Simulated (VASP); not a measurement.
# P (Pm-3m) in VASP: single point with r2SCAN

Aim: the single point of P with r2SCAN.

Everything below comes from runs of VASP 6.6.1. Logs are shortened: lines on timing, memory, paths and dates and some standing lists are left out, and cuts for length are marked.

**1. The cell of the first run**

It takes space group Pm-3m (No. 221, cubic). Conventional cell: a = 2.431 Å, b = 2.431 Å, c = 2.431 Å, α = 90.00°, β = 90.00°, γ = 90.00°. Within 3.2 Å of P (site symmetry m-3m) lie 6 P at 2.43 Å.

This isn't the form of P at room conditions, which is orthorhombic.

**2. Single point, r2SCAN**

Contents of POSCAR:

```
P
1.0
    2.4309915426      0.0000000000      0.0000000000
    0.0000000000      2.4309915426      0.0000000000
    0.0000000000      0.0000000000      2.4309915426
P
1
Direct
    0.0000000000      0.0000000000      0.0000000000
```

Contents of INCAR.step1:

```
SYSTEM = P
ALGO     = Normal         ! electronic algorithm
EDIFF    = 1E-4           ! SCF threshold, eV
ENCUT    = 520            ! plane-wave cutoff, eV
GGA      = PE             ! functional
ISMEAR   = -1             ! smearing method
LASPH    = .True.         ! aspherical terms in the spheres
LCHARG   = .False.        ! write CHGCAR
LREAL    = .False.        ! projectors in reciprocal space
LWAVE    = .True.         ! write WAVECAR
NBANDS   = 8              ! bands
NELM     = 80             ! most SCF steps
PREC     = Accurate       ! precision mode
SIGMA    = 0.1            ! smearing width, eV
```

Contents of INCAR.step2:

```
SYSTEM = P
ALGO     = Normal         ! electronic algorithm
EDIFF    = 1E-6           ! SCF threshold, eV
ENCUT    = 520            ! plane-wave cutoff, eV
ISIF     = 2              ! what is computed and relaxed
ISMEAR   = -1             ! smearing method
ISTART   = 1            
LASPH    = .True.         ! aspherical terms in the spheres
LCHARG   = .False.        ! write CHGCAR
LMIXTAU  = .True.       
LREAL    = .False.        ! projectors in reciprocal space
LWAVE    = .False.        ! write WAVECAR
METAGGA  = R2SCAN         ! meta-GGA
NBANDS   = 8              ! bands
NELM     = 80             ! most SCF steps
PREC     = Accurate       ! precision mode
SIGMA    = 0.1            ! smearing width, eV
```

Contents of KPOINTS:

```
k-points
0
Gamma
  21 21 21
  0 0 0
```

Potentials or basis: VASP PAW PBE potentials, release 64 (P).

Run with:

```sh
cat potpaw_PBE.64/P/POTCAR > POTCAR
cp INCAR.step1 INCAR
mpirun -np 1 vasp_std > vasp.out
cp INCAR.step2 INCAR
mpirun -np 1 vasp_std > vasp.out
```

OUTCAR:

```text
SYSTEM = P
   EDIFF = 1E-6
   ENCUT = 520
   ISIF = 2
   ISMEAR = -1
   ISTART = 1
   LASPH = .True.
   LREAL = .False.
   METAGGA = R2SCAN
   NELM = 80
   PREC = Accurate

 ion  position               nearest neighbor table
   1  0.000  0.000  0.000-

  LATTYP: Found a simple cubic cell.
 ALAT       =     2.4309915426

  Lattice vectors:

 A1 = (   2.4309915426,   0.0000000000,   0.0000000000)
 A2 = (   0.0000000000,   2.4309915426,   0.0000000000)
 A3 = (   0.0000000000,   0.0000000000,   2.4309915426)

Analysis of symmetry for initial positions (statically):
=====================================================================
 Subroutine PRICEL returns:
 Original cell was already a primitive cell.

 Routine SETGRP: Setting up the symmetry group for a
 simple cubic supercell.

 Subroutine GETGRP returns: Found 48 space group operations
 (whereof 48 operations were pure point group operations)
 out of a pool of 48 trial point group operations.

The static configuration has the point symmetry O_h .

Analysis of symmetry for dynamics (positions and initial velocities):
=====================================================================
 Subroutine PRICEL returns:
 Original cell was already a primitive cell.

 Routine SETGRP: Setting up the symmetry group for a
 simple cubic supercell.

 Subroutine GETGRP returns: Found 48 space group operations
 (whereof 48 operations were pure point group operations)
 out of a pool of 48 trial point group operations.

The dynamic configuration has the point symmetry O_h .

 Subroutine INISYM returns: Found 48 space group operations
 (whereof 48 operations are pure point group operations),
 and found     1 'primitive' translations

----------------------------------------------------------------------------------------

                                     Primitive cell

  volume of cell :      14.3665

  direct lattice vectors                    reciprocal lattice vectors
     2.430991543  0.000000000  0.000000000     0.411354784  0.000000000  0.000000000
     0.000000000  2.430991543  0.000000000     0.000000000  0.411354784  0.000000000
     0.000000000  0.000000000  2.430991543     0.000000000  0.000000000  0.411354784

  length of vectors
     2.430991543  2.430991543  2.430991543     0.411354784  0.411354784  0.411354784

  position of ions in fractional coordinates (direct lattice)
     0.000000000  0.000000000  0.000000000

  ion indices of the primitive-cell ions
   primitive index   ion index
                 1           1

----------------------------------------------------------------------------------------

 KPOINTS: k-points

Automatic generation of k-mesh.
 Grid dimensions read from file:
 generate k-points for:   21   21   21

 Generating k-lattice:

  Cartesian coordinates                     Fractional coordinates (reciprocal lattice)
     0.019588323  0.000000000  0.000000000     0.047619048  0.000000000  0.000000000
     0.000000000  0.019588323  0.000000000     0.000000000  0.047619048  0.000000000
     0.000000000  0.000000000  0.019588323     0.000000000  0.000000000  0.047619048

  Length of vectors
     0.019588323  0.019588323  0.019588323

  Shift w.r.t. Gamma in fractional coordinates (k-lattice)
     0.000000000  0.000000000  0.000000000

 Subroutine IBZKPT returns following result:
 ===========================================

 Found    286 irreducible k-points:

 Following reciprocal coordinates:
            Coordinates               Weight
  0.000000  0.000000  0.000000      1.000000
  0.047619  0.000000  0.000000      6.000000
  0.095238  0.000000  0.000000      6.000000
  0.142857  0.000000  0.000000      6.000000
  0.190476  0.000000  0.000000      6.000000
  0.238095  0.000000  0.000000      6.000000
[... 16 lines left out ...]
  0.142857  0.095238  0.000000     24.000000
  0.190476  0.095238  0.000000     24.000000
 [... further k-points ...]
   k-points           NKPTS =    286   k-points in BZ     NKDIM =    286   number of bands    NBANDS=      8
   number of dos      NEDOS =    301   number of ions     NIONS =      1
   total plane-waves  NPLWV =   5832
   dimension x,y,z NGX =    18 NGY =   18 NGZ =   18
   dimension x,y,z NGXF=    36 NGYF=   36 NGZF=   36
   ions per type =               1
   NGX,Y,Z   is equivalent  to a cutoff of  12.31, 12.31, 12.31 a.u.
   NGXF,Y,Z  is equivalent  to a cutoff of  24.62, 24.62, 24.62 a.u.
 SYSTEM =  P
   PREC   = accura    normal or accurate (medium, high low for compatibility)
   ISTART =      1    job   : 0-new  1-cont  2-samecut
   ICHARG =      0    charge: 1-file 2-atom 10-const
   ISPIN  =      1    spin polarized calculation?
   LNONCOLLINEAR =      F non collinear calculations
   LSORBIT =      F    spin-orbit coupling
   LASPH  =      T    aspherical Exc in radial PAW
   ENCUT  =  520.0 eV  38.22 Ry    6.18 a.u.   4.52  4.52  4.52*2*pi/ulx,y,z
   NELM   =     80;   NELMIN=  2; NELMDL=  0     # of ELM steps
   EDIFF  = 0.1E-05   stopping-criterion for ELM
   LREAL  =      F    real-space projection
   EDIFFG = 0.1E-04   stopping-criterion for IOM
   NSW    =      0    number of steps for IOM
   IBRION =     -1    ionic relax: 0-MD 1-quasi-New 2-CG
   NFREE  =      0    steps in history (QN), initial steepest desc. (CG)
   ISIF   =      2    stress and relaxation
   ISYM   =      2    0-nonsym 1-usesym 2-fastsym
   POTIM  = 0.5000    time-step for ionic-motion
   TEBEG  =    0.0;   TEEND  =   0.0 temperature during run
   PSTRESS=    0.0 pullay stress
   NELECT =       5.0000    total number of electrons
   NUPDOWN=      -1.0000    fix difference up-down
   EMIN   =  10.00;   EMAX   =-10.00  energy-range for DOS
   EFERMI =   0.00;   METHOD = LEGACY
   ISMEAR =    -1;   SIGMA  =   0.10  broadening in eV -4-tet -1-fermi 0-gaus
   EFERMI_NEDOS =   21; number of points for ismear=-14 and -15
   IALGO  =     38    algorithm
   IMIX   =      4    mixing-type and parameters
     AMIX     =   0.40;   BMIX     =  1.00
     AMIX_MAG =   1.60;   BMIX_MAG =  1.00
  volume/ion in A,a.u.               =      14.37        96.95
  Fermi-wavevector in a.u.,A,eV,Ry     =   1.151546  2.176107 18.042125  1.326059
  Thomas-Fermi vector in A             =   2.288203
   LORBIT       =      0    0 simple, 1 ext, 2 COOP (PROOUT), +10 PAW based schemes
   METAGGA = R2SCAN    functional components
   LHFCALC =     F    Hartree Fock is set to
   AEXX    =    0.0000 exact exchange contribution
   IVDW    =     0    specifies the selected vdW correction
   LEPSILON=     F    determine dielectric tensor
   LRPA    =     F    only Hartree local field effects (RPA)
 non-spin polarized calculation
  energy-cutoff  :      520.00
  volume of cell :       14.37
 maximum number of plane-waves:       401
 NGX is ok and might be reduce to    18
   NGX =  9   NGY =  9   NGZ =  9

 number of electron       4.9999998 magnetization

 Free energy of the ion-electron system (eV)
  ---------------------------------------------------
  ext. energy  EPLUGINS =         0.00000000
  ---------------------------------------------------
  free energy    TOTEN  =        -8.82729672 eV

  energy without entropy =       -8.82074442  energy(sigma->0) =       -8.82402057

 E-fermi :   9.8799     XC(G=0): -11.9333

 val. band max:        9.8221309511   @ k =   0.4762   0.4762   0.4286
 cond. band min:       9.9131283405   @ k =   0.3810   0.2381   0.2381
 fundamental gap:      0.0909973894
 Fermi energy:         9.8799441438

 k-point     1 :       0.0000    0.0000    0.0000
  band No.  band energies     occupation
      1      -7.6749      2.00000
      2      15.2064      0.00000
      3      15.2064      0.00000
      4      15.2064      0.00000
      5      16.9443      0.00000
      6      16.9443      0.00000
      7      25.5555      0.00000
      8      35.8850      0.00000

 k-point     2 :       0.0476    0.0000    0.0000
  band No.  band energies     occupation
      1      -7.6200      2.00000
      2      13.9998      0.00000
      3      15.2504      0.00000
      4      15.2504      0.00000
      5      16.9876      0.00000
      6      18.0961      0.00000
      7      25.7322      0.00000
      8      35.4374      0.00000

 k-point     3 :       0.0952    0.0000    0.0000
  band No.  band energies     occupation
      1      -7.4553      2.00000
      2      12.2118      0.00000
      3      15.3817      0.00000
      4      15.3817      0.00000
      5      17.1164      0.00000
      6      19.6924      0.00000
      7      26.2822      0.00000
      8      34.3292      0.00000

 k-point     4 :       0.1429    0.0000    0.0000
  band No.  band energies     occupation
      1      -7.1822      2.00000
      2      10.4038      0.01056
      3      15.5979      0.00000
      4      15.5979      0.00000
      5      17.3264      0.00000
      6      21.1180      0.00000
      7      27.2348      0.00000
      8      32.9230      0.00000

 k-point     5 :       0.1905    0.0000    0.0000
  band No.  band energies     occupation
      1      -6.8027      2.00000
      2       8.6431      1.99999
      3      15.8946      0.00000
      4      15.8946      0.00000
      5      17.6099      0.00000
      6      22.3006      0.00000
      7      28.5353      0.00000
      8      31.4350      0.00000
[... 177 lines left out ...]
 k-point    22 :       0.0952    0.0952    0.0000
  band No.  band energies     occupation
      1      -7.2358      2.00000
      2      11.9130      0.00000
      3      13.0092      0.00000
      4      15.5566      0.00000
      5      18.6996      0.00000
      6      21.0233      0.00000
      7      26.8007      0.00000
      8      32.6872      0.00000

 k-point    23 :       0.1429    0.0952    0.0000
  band No.  band energies     occupation
      1      -6.9627      2.00000
      2      10.4833      0.00478
      3      12.8774      0.00000
      4      15.7724      0.00000
      5      19.1195      0.00000
      6      22.3561      0.00000
      7      27.4575      0.00000
      8      31.3530      0.00000

 k-point    24 :       0.1905    0.0952    0.0000
  band No.  band energies     occupation
      1      -6.5834      2.00000
      2       8.7902      1.99996
      3      13.1305      0.00000
      4      16.0683      0.00000
      5      19.4871      0.00000
      6      23.5455      0.00000
      7      28.0620      0.00000
      8      30.4043      0.00000

 [... further k-points ...]
[... 5 lines left out ...]
  --------------------------------------------------------------------------------------
  -------------------------------------------------------------------------------------
  Total        0.0369324      0.0369324      0.0369324     -0.0000000      0.0000000      0.0000000
  in kB        4.1187769      4.1187769      4.1187769     -0.0000000      0.0000000      0.0000000
  external PRESSURE =       4.1187769 kB  Pullay stress =       0.0000000 kB

 VOLUME and BASIS-vectors are now :
 -----------------------------------------------------------------------------
  energy-cutoff  :      520.00
  volume of cell :       14.37
      direct lattice vectors                 reciprocal lattice vectors
     2.430991543  0.000000000  0.000000000     0.411354784  0.000000000  0.000000000
     0.000000000  2.430991543  0.000000000     0.000000000  0.411354784  0.000000000
     0.000000000  0.000000000  2.430991543     0.000000000  0.000000000  0.411354784

 POSITION                                       TOTAL-FORCE (eV/Angst)
 -----------------------------------------------------------------------------------
      0.00000      0.00000      0.00000         0.000000      0.000000      0.000000
 -----------------------------------------------------------------------------------
    total drift:                               -0.000000      0.000000      0.000000

  FREE ENERGIE OF THE ION-ELECTRON SYSTEM (eV)
  ---------------------------------------------------
  free  energy   TOTEN  =        -8.8272967183 eV

  energy  without entropy=       -8.8207444163  energy(sigma->0) =       -8.82402057
```

Wall time 45 s (1 thread of Intel Xeon Platinum 8488C (Sapphire Rapids), shared host); peak memory 0.13 GiB.

Results:

| Quantity | Value |
| --- | --- |
| Free energy | -8.8273 eV |
| Pressure | 0.4 GPa |
| Band gap on the k mesh | zero (an odd number of electrons rules out a gap without spin polarisation) |

Caveat: the PAW data sets were made with another functional, which shifts forces and pressure a little.
